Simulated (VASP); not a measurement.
**InAs: single point with PBE**

The system is InAs.

```
In As
1.0
     0.00000    3.02251    3.02251
     3.02251    0.00000    3.02251
     3.02251    3.02251    0.00000
In As
1 1
Direct
  0.00000 0.00000 0.00000
  0.75000 0.75000 0.75000
```

| Property | Result |
| --- | --- |
| Program | VASP 6.6.1 |
| Task | single point |
| Functional | PBE |
| Potentials or basis | VASP PAW PBE potentials, release 64 (In_d, As) |
| Cutoff | 520 eV |
| k mesh | 12 × 12 × 12 |
| Occupations | fermi-dirac, width 0.15 eV |
| Spin | no spin polarisation |

| Item | Value |
| --- | --- |
| Pressure | 4.0 GPa |
| Band gap on the k mesh | zero (filled and empty bands touch) |

Levels at points of the mesh, in eV from the Fermi level:
```tsv
k point	band 6	band 7	band 8	band 9	band 10	band 11	band 12	band 13
(0.00, 0.00, 0.00)	-12.28	-0.60	-0.41	-0.41	-0.41	3.50	3.50	3.50
(0.50, 0.00, 0.00)	-10.80	-6.18	-1.40	-1.40	0.55	4.27	4.27	6.45
(0.50, 0.50, 0.00)	-10.26	-6.25	-2.73	-2.73	1.14	1.65	8.78	8.87
```

Run time: 34 s on 1 thread of Intel Xeon 6975P-C, on a shared host, peak memory 0.22 GiB.

Caveat: spin-orbit coupling is left out, which moves the levels of the heavy elements.
